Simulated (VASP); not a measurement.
# WC (Qusongite) (P-6m2) in VASP: notebook

WC (Qusongite) is run at these levels: revPBE, BLYP+D4, LDA; tasks: single point.

All numbers are computed with VASP 6.6.1; they aren't measurements. Logs are shortened: lines on timing, memory, paths and dates and some standing lists are left out, and cuts for length are marked.

## (1) The cell of the first run

The structure is hexagonal, space group P-6m2 (No. 187). The conventional cell has a = 2.926 Å, b = 2.926 Å, c = 2.855 Å, α = 90.00°, β = 90.00°, γ = 120.00°. W (site symmetry -6m2) has 6 C at 2.21 Å and 2 W at 2.86 Å within 2.9 Å. C (site symmetry -6m2) has 6 W at 2.21 Å and 2 C at 2.86 Å within 2.9 Å.

## (2) Single point, revPBE

The input, INCAR:

```
SYSTEM = WC
ALGO = Normal ; EDIFF = 1E-7
ENCUT = 520 ; GGA = RE
ISIF = 2 ; ISMEAR = -1
LASPH = .TRUE. ; LCHARG = .FALSE.
LREAL = .FALSE. ; LWAVE = .FALSE.
NBANDS = 16 ; NELM = 80
PREC = Accurate ; SIGMA = 0.05
```

The input, KPOINTS:

```
k-points
0
G
  10 10 9
  0 0 0
```

The input, POSCAR:

```
WC
1.0
    2.9257489053      0.0000000000      0.0000000000
   -1.4628744527      2.5337728771      0.0000000000
    0.0000000000      0.0000000000      2.8553859779
W C
1 1
Direct
    0.0000000000      0.0000000000      0.0000000000
    0.6666666667      0.3333333333      0.5000000000
```

Potentials or basis: VASP PAW PBE potentials, release 64 (W_sv, C).

Started as:

```bash
cat potpaw_PBE.64/W_sv/POTCAR potpaw_PBE.64/C/POTCAR > POTCAR
mpirun -np 1 vasp_std > vasp.out
```

OUTCAR:

```text
SYSTEM = WC
   EDIFF = 1E-7
   ENCUT = 520
   GGA = RE
   ISIF = 2
   ISMEAR = -1
   LASPH = .TRUE.
   LREAL = .FALSE.
   NELM = 80
   PREC = Accurate

 ion  position               nearest neighbor table
   1  0.000  0.000  0.000-   2 2.21   2 2.21   2 2.21   2 2.21   2 2.21   2 2.21
   2  0.667  0.333  0.500-   1 2.21   1 2.21   1 2.21   1 2.21   1 2.21   1 2.21

  LATTYP: Found a hexagonal cell.
 ALAT       =     2.9257489053
 C/A-ratio  =     0.9759504559

  Lattice vectors:

 A1 = (   2.9257489053,   0.0000000000,   0.0000000000)
 A2 = (  -1.4628744527,   2.5337728771,   0.0000000000)
 A3 = (   0.0000000000,   0.0000000000,   2.8553859779)

Analysis of symmetry for initial positions (statically):
=====================================================================
 Subroutine PRICEL returns:
 Original cell was already a primitive cell.

 Routine SETGRP: Setting up the symmetry group for a
 hexagonal supercell.

 Subroutine GETGRP returns: Found 12 space group operations
 (whereof 12 operations were pure point group operations)
 out of a pool of 24 trial point group operations.

The static configuration has the point symmetry D_3h.

Analysis of symmetry for dynamics (positions and initial velocities):
=====================================================================
 Subroutine PRICEL returns:
 Original cell was already a primitive cell.

 Routine SETGRP: Setting up the symmetry group for a
 hexagonal supercell.

 Subroutine GETGRP returns: Found 12 space group operations
 (whereof 12 operations were pure point group operations)
 out of a pool of 24 trial point group operations.

The dynamic configuration has the point symmetry D_3h.

 Subroutine INISYM returns: Found 12 space group operations
 (whereof 12 operations are pure point group operations),
 and found     1 'primitive' translations

----------------------------------------------------------------------------------------

                                     Primitive cell

  volume of cell :      21.1675

  direct lattice vectors                    reciprocal lattice vectors
     2.925748905  0.000000000  0.000000000     0.341792831  0.197334183  0.000000000
    -1.462874453  2.533772877  0.000000000     0.000000000  0.394668366  0.000000000
     0.000000000  0.000000000  2.855385978     0.000000000  0.000000000  0.350215350

  length of vectors
     2.925748905  2.925748905  2.855385978     0.394668366  0.394668366  0.350215350

  position of ions in fractional coordinates (direct lattice)
     0.000000000  0.000000000  0.000000000
     0.666666667  0.333333333  0.500000000

  ion indices of the primitive-cell ions
   primitive index   ion index
                 1           1
                 2           2

----------------------------------------------------------------------------------------

 KPOINTS: k-points

Automatic generation of k-mesh.
 Grid dimensions read from file:
 generate k-points for:   10   10    9

 Generating k-lattice:

  Cartesian coordinates                     Fractional coordinates (reciprocal lattice)
     0.034179283  0.019733418  0.000000000     0.100000000 -0.000000000  0.000000000
     0.000000000  0.039466837  0.000000000     0.000000000  0.100000000  0.000000000
     0.000000000  0.000000000  0.038912817     0.000000000  0.000000000  0.111111111

  Length of vectors
     0.039466837  0.039466837  0.038912817

  Shift w.r.t. Gamma in fractional coordinates (k-lattice)
     0.000000000  0.000000000  0.000000000

 Subroutine IBZKPT returns following result:
 ===========================================

 Found     70 irreducible k-points:

 Following reciprocal coordinates:
            Coordinates               Weight
  0.000000  0.000000  0.000000      1.000000
  0.100000  0.000000  0.000000      6.000000
  0.200000  0.000000  0.000000      6.000000
  0.300000 -0.000000  0.000000      6.000000
  0.400000  0.000000  0.000000      6.000000
  0.500000  0.000000  0.000000      3.000000
[... 16 lines left out ...]
  0.300000  0.100000  0.111111     24.000000
  0.400000  0.100000  0.111111     24.000000
 [... further k-points ...]
   k-points           NKPTS =     70   k-points in BZ     NKDIM =     70   number of bands    NBANDS=     16
   number of dos      NEDOS =    301   number of ions     NIONS =      2
   total plane-waves  NPLWV =  13824
   dimension x,y,z NGX =    24 NGY =   24 NGZ =   24
   dimension x,y,z NGXF=    48 NGYF=   48 NGZF=   48
   ions per type =               1   1
   NGX,Y,Z   is equivalent  to a cutoff of  13.64, 13.64, 13.97 a.u.
   NGXF,Y,Z  is equivalent  to a cutoff of  27.27, 27.27, 27.95 a.u.
 SYSTEM =  WC
   PREC   = accura    normal or accurate (medium, high low for compatibility)
   ISTART =      0    job   : 0-new  1-cont  2-samecut
   ICHARG =      2    charge: 1-file 2-atom 10-const
   ISPIN  =      1    spin polarized calculation?
   LNONCOLLINEAR =      F non collinear calculations
   LSORBIT =      F    spin-orbit coupling
   LASPH  =      T    aspherical Exc in radial PAW
   ENCUT  =  520.0 eV  38.22 Ry    6.18 a.u.   5.44  5.44  5.31*2*pi/ulx,y,z
   NELM   =     80;   NELMIN=  2; NELMDL= -5     # of ELM steps
   EDIFF  = 0.1E-06   stopping-criterion for ELM
   LREAL  =      F    real-space projection
   EDIFFG = 0.1E-05   stopping-criterion for IOM
   NSW    =      0    number of steps for IOM
   IBRION =     -1    ionic relax: 0-MD 1-quasi-New 2-CG
   NFREE  =      0    steps in history (QN), initial steepest desc. (CG)
   ISIF   =      2    stress and relaxation
   ISYM   =      2    0-nonsym 1-usesym 2-fastsym
   POTIM  = 0.5000    time-step for ionic-motion
   TEBEG  =    0.0;   TEEND  =   0.0 temperature during run
   PSTRESS=    0.0 pullay stress
   NELECT =      18.0000    total number of electrons
   NUPDOWN=      -1.0000    fix difference up-down
   EMIN   =  10.00;   EMAX   =-10.00  energy-range for DOS
[... 5 lines left out ...]
     AMIX     =   0.40;   BMIX     =  1.00
     AMIX_MAG =   1.60;   BMIX_MAG =  1.00
  volume/ion in A,a.u.               =      10.58        71.42
  Fermi-wavevector in a.u.,A,eV,Ry     =   1.550991  2.930947 32.729789  2.405572
  Thomas-Fermi vector in A             =   2.655574
   LORBIT       =      0    0 simple, 1 ext, 2 COOP (PROOUT), +10 PAW based schemes
   GGA     = RE    functional components
   LHFCALC =     F    Hartree Fock is set to
   AEXX    =    0.0000 exact exchange contribution
   IVDW    =     0    specifies the selected vdW correction
   LEPSILON=     F    determine dielectric tensor
   LRPA    =     F    only Hartree local field effects (RPA)
 non-spin polarized calculation
  energy-cutoff  :      520.00
  volume of cell :       21.17
 maximum number of plane-waves:       599
 NGX is ok and might be reduce to    24
   NGX = 11   NGY = 11   NGZ = 11

 number of electron      18.0000000 magnetization

 Free energy of the ion-electron system (eV)
  ---------------------------------------------------
  ext. energy  EPLUGINS =         0.00000000
  ---------------------------------------------------
  free energy    TOTEN  =       -21.59990437 eV

  energy without entropy =      -21.59798801  energy(sigma->0) =      -21.59894619

 E-fermi :  10.8723     XC(G=0): -13.6553

 val. band max:       10.7901371246   @ k =   0.0000   0.0000   0.3333
 cond. band min:      10.8906453889   @ k =   0.1000   0.0000   0.3333
 fundamental gap:      0.1005082643
 Fermi energy:        10.8723370823

 k-point     1 :       0.0000    0.0000    0.0000
  band No.  band energies     occupation
      1     -63.2003      2.00000
      2     -27.1800      2.00000
      3     -27.0814      2.00000
      4     -27.0814      2.00000
      5      -3.4716      2.00000
      6       6.6640      2.00000
[... 8 lines left out ...]
     15      25.0050      0.00000
     16      27.4022      0.00000

 k-point     2 :       0.1000    0.0000    0.0000
  band No.  band energies     occupation
      1     -63.1952      2.00000
      2     -27.1702      2.00000
      3     -27.1572      2.00000
      4     -27.0986      2.00000
      5      -3.2186      2.00000
      6       6.6918      2.00000
[... 8 lines left out ...]
     15      24.5914      0.00000
     16      27.9381      0.00000

 k-point     3 :       0.2000    0.0000    0.0000
  band No.  band energies     occupation
      1     -63.1820      2.00000
      2     -27.3516      2.00000
      3     -27.1447      2.00000
      4     -27.1435      2.00000
      5      -2.5211      2.00000
      6       5.9587      2.00000
[... 8 lines left out ...]
     15      24.4372      0.00000
     16      29.1043      0.00000

 k-point     4 :       0.3000   -0.0000    0.0000
  band No.  band energies     occupation
      1     -63.1656      2.00000
      2     -27.5845      2.00000
      3     -27.1983      2.00000
      4     -27.1130      2.00000
      5      -1.5553      2.00000
      6       4.9706      2.00000
[... 8 lines left out ...]
     15      25.3320      0.00000
     16      27.9049      0.00000

 k-point     5 :       0.4000    0.0000    0.0000
  band No.  band energies     occupation
      1     -63.1524      2.00000
      2     -27.7673      2.00000
      3     -27.2422      2.00000
      4     -27.0871      2.00000
      5      -0.6217      2.00000
      6       4.2163      2.00000
[... 8 lines left out ...]
     15      24.6058      0.00000
     16      27.8189      0.00000

 k-point     6 :       0.5000    0.0000    0.0000
  band No.  band energies     occupation
      1     -63.1473      2.00000
      2     -27.8360      2.00000
      3     -27.2589      2.00000
      4     -27.0772      2.00000
      5      -0.1979      2.00000
      6       3.9122      2.00000
[... 8 lines left out ...]
     15      23.4707      0.00000
     16      28.7361      0.00000
[... 267 lines left out ...]
 k-point    21 :       0.1000    0.1000    0.1111
  band No.  band energies     occupation
      1     -63.1818      2.00000
      2     -27.2799      2.00000
      3     -27.2332      2.00000
      4     -27.1276      2.00000
      5      -2.4856      2.00000
      6       6.3960      2.00000
[... 8 lines left out ...]
     15      24.2224      0.00000
     16      28.2937      0.00000

 k-point    22 :       0.2000    0.1000    0.1111
  band No.  band energies     occupation
      1     -63.1671      2.00000
      2     -27.4771      2.00000
      3     -27.2041      2.00000
      4     -27.1904      2.00000
      5      -1.6946      2.00000
      6       5.5103      2.00000
[... 8 lines left out ...]
     15      24.3573      0.00000
     16      28.3130      0.00000

 k-point    23 :       0.3000    0.1000    0.1111
  band No.  band energies     occupation
      1     -63.1523      2.00000
      2     -27.6695      2.00000
      3     -27.2533      2.00000
      4     -27.1735      2.00000
      5      -0.7872      2.00000
      6       4.6384      2.00000
[... 8 lines left out ...]
     15      24.9263      0.00000
     16      27.2572      0.00000

 k-point    24 :       0.4000    0.1000    0.1111
  band No.  band energies     occupation
      1     -63.1431      2.00000
      2     -27.7858      2.00000
      3     -27.2919      2.00000
      4     -27.1545      2.00000
      5      -0.1171      2.00000
      6       4.0714      2.00000
[... 8 lines left out ...]
     15      24.0181      0.00000
     16      28.0838      0.00000

 [... further k-points ...]
[... 5 lines left out ...]
  --------------------------------------------------------------------------------------
  -------------------------------------------------------------------------------------
  Total        0.3121572      0.3121572      0.1270850     -0.0000000     -0.0000000      0.0000000
  in kB       23.6273135     23.6273135      9.6191214     -0.0000000     -0.0000000      0.0000000
  external PRESSURE =      18.9579161 kB  Pullay stress =       0.0000000 kB

 VOLUME and BASIS-vectors are now :
 -----------------------------------------------------------------------------
  energy-cutoff  :      520.00
  volume of cell :       21.17
      direct lattice vectors                 reciprocal lattice vectors
     2.925748905  0.000000000  0.000000000     0.341792831  0.197334183  0.000000000
    -1.462874453  2.533772877  0.000000000     0.000000000  0.394668366  0.000000000
     0.000000000  0.000000000  2.855385978     0.000000000  0.000000000  0.350215350

 POSITION                                       TOTAL-FORCE (eV/Angst)
 -----------------------------------------------------------------------------------
      0.00000      0.00000      0.00000         0.000000      0.000000      0.000000
      1.46287      0.84459      1.42769         0.000000      0.000000      0.000000
 -----------------------------------------------------------------------------------
    total drift:                                0.000000     -0.000000      0.000000

  FREE ENERGIE OF THE ION-ELECTRON SYSTEM (eV)
  ---------------------------------------------------
  free  energy   TOTEN  =       -21.5999043725 eV

  energy  without entropy=      -21.5979880121  energy(sigma->0) =      -21.59894619
```

Wall time 13 s (1 thread of Intel Xeon Platinum 8259CL at 2.50GHz (Skylake/Cascade Lake), shared host); peak memory 0.15 GiB.

Results:

```yaml
Free_energy: -21.5999 eV
Pressure: 1.9 GPa
Band_gap_on_the_k_mesh: zero (band 9 reaches 11.51 eV, above the bottom of band 10 at 10.35 eV)
```

Levels at points of the mesh, in eV from the Fermi level:
| k point | band 7 | band 8 | band 9 | band 10 | band 11 | band 12 |
| --- | --- | --- | --- | --- | --- | --- |
| (0.00, 0.00, 0.00) | -3.26 | -3.26 | 0.08 | 3.14 | 3.14 | 5.52 |
| (0.50, 0.00, 0.00) | -3.54 | -3.49 | -0.47 | 2.28 | 4.41 | 4.75 |

Caveat: the PAW data sets were made with another functional, which shifts forces and pressure a little; spin-orbit coupling is left out, which moves the levels of the heavy elements.

## (3) Single point, BLYP+D4

This run uses another cell than the first one, of 10.49 Å³/atom, 0.991 times its volume.

The input, INCAR:

```
PREC = Accurate
ENCUT = 520
EDIFF = 1E-6
ISMEAR = -1
SIGMA = 0.05
LREAL = F
LASPH = T
NELM = 100
ALGO = Normal
ISIF = 2
LWAVE = F
LCHARG = F
GGA = B5
ALDAX = 1.0
AGGAX = 1.0
AGGAC = 1.0
ALDAC = 0.0
IVDW = 13
VDW_S6 = 1.0
VDW_S8 = 2.34076671
VDW_A1 = 0.44488865
VDW_A2 = 4.0933009
NBANDS = 16
```

The input, KPOINTS:

```
Automatic mesh
0
Gamma
  10 10 9
```

The input, POSCAR:

```
WC
1.0
    2.9193048598      0.0000000000      0.0000000000
   -1.4596524299      2.5281921700      0.0000000000
    0.0000000000      0.0000000000      2.8427904794
W C
1 1
Direct
    0.0000000000      0.0000000000      0.0000000000
    0.6666666667      0.3333333333      0.5000000000
```

Potentials or basis: VASP PAW PBE potentials, release 64 (W_sv, C).

Started as:

```bash
cat potpaw_PBE.64/W_sv/POTCAR potpaw_PBE.64/C/POTCAR > POTCAR
mpirun -np 1 vasp_std > vasp.out
```

Run time: 20 s. Hardware: 1 thread of Intel Xeon Platinum 8259CL at 2.50GHz (Skylake/Cascade Lake), shared host; peak memory 0.15 GiB.

Results (log left out):

| Item | Value |
| --- | --- |
| Free energy | -21.8255 eV |
| Pressure | 2.6 GPa |
| Band gap on the k mesh | zero (band 9 reaches 12.07 eV, above the bottom of band 10 at 10.89 eV) |
| Dispersion energy per atom | -0.924 eV |

Stress tensor (GPa, compression positive):
```
2.43 0.00 0.00
0.00 2.43 0.00
0.00 0.00 2.88
```

Levels at points of the mesh, in eV from the Fermi level:
```
           k point  band 7  band 8  band 9  band 10  band 11  band 12
(0.00, 0.00, 0.00)   -3.29   -3.29    0.12     3.14     3.14     5.49
(0.50, 0.00, 0.00)   -3.54   -3.42   -0.46     2.29     4.39     4.70
```

Caveat: the PAW data sets were made with another functional, which shifts forces and pressure a little; spin-orbit coupling is left out, which moves the levels of the heavy elements; pairwise dispersion overbinds metals, which lowers pressure and volume.

## (4) Single point, LDA

The input, INCAR:

```
PREC = Accurate ; ENCUT = 520
EDIFF = 1E-6 ; ISMEAR = -1
SIGMA = 0.05 ; LREAL = False
LASPH = True ; NELM = 60
ALGO = Normal ; ISIF = 2
LWAVE = False ; LCHARG = True
GGA = CA ; LELF = True
LVHAR = True ; NBANDS = 16
```

KPOINTS is that of step 3.

The input, POSCAR:

```
WC
1.0
    2.9257489053      0.0000000000      0.0000000000
   -1.4628744527      2.5337728771      0.0000000000
    0.0000000000      0.0000000000      2.8553859779
W C
1 1
Direct
    0.0000000000      0.0000000000      0.0000000000
    0.6666666667      0.3333333333      0.5000000000
```

Potentials or basis: VASP PAW LDA potentials, release 64 (W_sv, C).

Started as:

```bash
cat potpaw_LDA.64/W_sv/POTCAR potpaw_LDA.64/C/POTCAR > POTCAR
mpirun -np 1 vasp_std > vasp.out
```

It took 12 s on 1 thread of Intel Xeon Platinum 8259CL at 2.50GHz (Skylake/Cascade Lake), shared host; peak memory 0.15 GiB.

It converged, with:

| Item | Value |
| --- | --- |
| Free energy | -24.6680 eV |
| Pressure | -14.8 GPa |
| Band gap on the k mesh | zero (band 9 reaches 11.34 eV, above the bottom of band 10 at 10.15 eV) |

Stress tensor (GPa, compression positive):
```
-13.67   0.00   0.00
  0.00 -13.67   0.00
  0.00   0.00 -16.97
```

Levels at points of the mesh, in eV from the Fermi level:
```tsv
k point	band 7	band 8	band 9	band 10	band 11	band 12
(0.00, 0.00, 0.00)	-3.24	-3.24	0.13	3.10	3.10	5.50
(0.50, 0.00, 0.00)	-3.53	-3.47	-0.41	2.25	4.39	4.75
```

Caveat: spin-orbit coupling is left out, which moves the levels of the heavy elements.

## (5) Single point, revPBE

This run uses another cell than the first one, of 10.79 Å³/atom, 1.020 times its volume.

The input, INCAR:

```
SYSTEM = WC
  PREC = Accurate
  ENCUT = 520
  EDIFF = 1E-6
  ISMEAR = -1
  SIGMA = 0.05
  LREAL = .FALSE.
  LASPH = .TRUE.
  NELM = 80
  ALGO = Normal
  ISIF = 2
  LWAVE = .FALSE.
  LCHARG = .FALSE.
  GGA = RE
  NBANDS = 16
```

The input, KPOINTS:

```
Automatic mesh
0
G
  10 10 9
  0 0 0
```

The input, POSCAR:

```
WC
1.0
    2.9447478072      0.0000000000      0.0000000000
   -1.4723739036      2.5502264088      0.0000000000
    0.0000000000      0.0000000000      2.8739279649
W C
1 1
Direct
    0.0000000000      0.0000000000      0.0000000000
    0.6666666667      0.3333333333      0.5000000000
```

Potentials or basis: VASP PAW PBE potentials, release 64 (W_sv, C).

Started as:

```bash
cat potpaw_PBE.64/W_sv/POTCAR potpaw_PBE.64/C/POTCAR > POTCAR
mpirun -np 1 vasp_std > vasp.out
```

It took 14 s on 1 thread of Intel Xeon Platinum 8259CL at 2.50GHz (Skylake/Cascade Lake), shared host; peak memory 0.15 GiB.

Results (log left out):

```yaml
Free_energy: -21.5956 eV
Pressure: -5.3 GPa
Band_gap_on_the_k_mesh: zero (band 9 reaches 11.23 eV, above the bottom of band 10 at 10.10 eV)
```

Stress tensor (GPa, compression positive):
```
-4.47  0.00  0.00
 0.00 -4.47  0.00
 0.00  0.00 -6.98
```

Levels at points of the mesh, in eV from the Fermi level:
| k point | band 5 | band 6 | band 7 | band 8 | band 9 | band 10 | band 11 | band 12 | band 13 | band 14 |
| --- | --- | --- | --- | --- | --- | --- | --- | --- | --- | --- |
| (0.00, 0.00, 0.00) | -14.20 | -4.11 | -3.18 | -3.18 | 0.07 | 3.05 | 3.05 | 5.41 | 5.41 | 6.08 |
| (0.50, 0.00, 0.00) | -10.99 | -6.87 | -3.46 | -3.40 | -0.46 | 2.22 | 4.29 | 4.62 | 6.62 | 9.31 |

Caveat: the PAW data sets were made with another functional, which shifts forces and pressure a little; spin-orbit coupling is left out, which moves the levels of the heavy elements.

## (6) The runs side by side

| level | potentials or basis | cell | gap on the mesh (eV) | pressure (GPa) |
| --- | --- | --- | --- | --- |
| revPBE | VASP PAW PBE potentials, release 64 (W_sv, C) | a = 2.926, b = 2.926, c = 2.855 Å, angles 90.0, 90.0, 120.0°, 2 atoms | none | 1.9 |
| BLYP+D4 | VASP PAW PBE potentials, release 64 (W_sv, C) | a = 2.919, b = 2.919, c = 2.843 Å, angles 90.0, 90.0, 120.0°, 2 atoms | none | 2.6 |
| LDA | VASP PAW LDA potentials, release 64 (W_sv, C) | a = 2.926, b = 2.926, c = 2.855 Å, angles 90.0, 90.0, 120.0°, 2 atoms | none | -14.8 |
| revPBE | VASP PAW PBE potentials, release 64 (W_sv, C) | a = 2.945, b = 2.945, c = 2.874 Å, angles 90.0, 90.0, 120.0°, 2 atoms | none | -5.3 |

Alike in all rows: task single point; no spin polarisation; k mesh 10 × 10 × 9; cutoff (eV) 520; smearing fermi-dirac 0.05 eV.

Caveats: spin-orbit coupling is left out, which moves the levels of the heavy elements; the PAW data sets were made with another functional, which shifts forces and pressure a little (some runs); pairwise dispersion overbinds metals, which lowers pressure and volume (some runs).

Total energies depend on the potentials used, so only differences within one code and one set of settings carry meaning.
